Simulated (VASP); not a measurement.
Here is a VASP 6.6.1 calculation.

The input INCAR:

```
  ALGO = Normal
  EDIFF = 1E-7
  ENCUT = 520
  GGA = RP
  ISIF = 2
  ISMEAR = 0
  IVDW = 13
  LASPH = T
  LCHARG = F
  LREAL = F
  LWAVE = F
  NBANDS = 11
  NELM = 60
  PREC = Accurate
  SIGMA = 0.05
```

File KPOINTS:

```
k-points
0
Gamma
  8 8 6
```

The input POSCAR:

```
MgB2
1.0
    3.0715913709      0.0000000000      0.0000000000
   -1.5357956855      2.6600761572      0.0000000000
    0.0000000000      0.0000000000      3.4548825646
Mg B
1 2
Direct
    0.0000000000      0.0000000000      0.0000000000
    0.3333333333      0.6666666667      0.5000000000
    0.6666666667      0.3333333333      0.5000000000
```

Potentials or basis: VASP PAW PBE potentials, release 64 (Mg, B).

Command:

```bash
$ cat potpaw_PBE.64/Mg/POTCAR potpaw_PBE.64/B/POTCAR > POTCAR
$ mpirun -np 1 vasp_std > vasp.out
```

(1) Estimate the pressure.

(2) What does it give for the band gap on the k mesh?

(3) Estimate the dispersion energy per atom.

Answers

(1) -3.2 GPa.

(2) zero (band 4 reaches 6.78 eV, above the bottom of band 5 at 4.06 eV).

(3) -0.484 eV.

Caveat: the PAW data sets were made with another functional, which shifts forces and pressure a little; pairwise dispersion overbinds metals, which lowers pressure and volume.
